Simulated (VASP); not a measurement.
Crystal: Au.

```
Au
1.0
     0.00000    2.03882    2.03882
     2.03882    0.00000    2.03882
     2.03882    2.03882    0.00000
Au
1
Direct
  0.00000 0.00000 0.00000
```

* Program: VASP 6.6.1
* Task: relaxation of cell and atoms
* Functional: r2SCAN
* Potentials or basis: VASP PAW PBE potentials, release 64 (Au)
* Cutoff: 600 eV
* k mesh: 16 × 16 × 16
* Occupations: fermi-dirac, width 0.05 eV
* Spin: no spin polarisation

At the start: pressure 6.3 GPa; volume 16.95 Å³/atom.

Q: How do energy, volume and symmetry change on relaxing?

A: Over 3 steps the energy falls by 11.6 meV/atom and the volume is 17.58 Å³/atom (+3.7 %); space group Fm-3m (No. 225, to 0.05 Å).

The path:
```
step  energy change (eV)  largest force (eV/Å)  pressure (GPa)  volume (Å³)
   1              0.0000                0.0000            6.27        16.95
   2              0.0152                0.0000           -7.54        18.63
   3             -0.0116                0.0000           -0.04        17.58
```

Final structure:
```yaml
crystal:
  lattice:
    - [0.00000, 2.06387, 2.06387]
    - [2.06387, 0.00000, 2.06387]
    - [2.06387, 2.06387, 0.00000]
  atoms:
    - { symbol: Au, position: [0.00000, 0.00000, 0.00000] }
```

Caveat: the PAW data sets were made with another functional, which shifts forces and pressure a little.
